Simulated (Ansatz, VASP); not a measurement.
**Pd in VASP and in Ansatz**

```xyz
1
Lattice="2.6355 0.0000 0.0000 0.0000 2.6355 0.0000 0.0000 0.0000 2.6355" Properties=species:S:1:pos:R:3 pbc="T T T"
Pd    0.0000    0.0000    0.0000
```

Alike in both runs: task single point; functional revPBE; k mesh 13 × 13 × 13; occupations fermi-dirac, width 0.05 eV; collinear spin.

```csv
,VASP,Ansatz
version,VASP 6.6.1,Ansatz 0.2.0
potentials or method,"VASP PAW PBE potentials, release 64 (Pd), cutoff 520 eV","plane waves (420 eV) with PAW, scalar-relativistic"
valence electrons in the cell,10,18
```

|  | VASP | Ansatz | Ansatz less VASP |
| --- | --- | --- | --- |
| pressure (GPa) | -0.5 | -0.2 | +0.28 |
| net moment per atom (μB) | 0.00 | 0.00 | 0.000 |

VASP's potentials were made for PBE, not for revPBE. With one functional, cell and mesh, what is left measures potentials, basis and numerics. VASP's potentials hold 10 valence electrons a cell and Ansatz's 18, so a difference there can come from the potentials and not from the codes. Ansatz's warnings: seeded moment not kept.
